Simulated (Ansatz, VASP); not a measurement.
# One calculation of Cu, two programs

```
Cu
1.0
    -1.44279    1.44279    1.37608
     1.44279   -1.44279    1.37608
     1.44279    1.44279   -1.37608
Cu
1
Direct
  0.00000 0.00000 0.00000
```

Alike in both runs: task single point; functional PBE; k mesh 20 × 20 × 20; occupations methfessel-paxton of order 1, width 0.2 eV; no spin polarisation.

|  | VASP | Ansatz |
| --- | --- | --- |
| version | VASP 6.6.1 | Ansatz 0.2.0 |
| potentials or method | VASP PAW PBE potentials, release 64 (Cu), cutoff 520 eV | scalar-relativistic, plane waves, PAW |
| valence electrons in the cell | 11 | 19 |

|  | VASP | Ansatz | Ansatz less VASP |
| --- | --- | --- | --- |
| gap on the k mesh at the Fermi level (eV) | none | none | - |
| pressure (GPa) | 7.8 | 7.3 | -0.56 |
| traceless stress, the component that is largest in VASP (GPa) | -0.30 | -0.30 | +0.004 |

A gap of «none» marks a metal or a gap that the smearing closes. The functional is the same, so the differences come from potentials, cutoffs and numerics. VASP's potentials hold 11 valence electrons a cell and Ansatz's 19, so a difference there can come from the potentials and not from the codes.
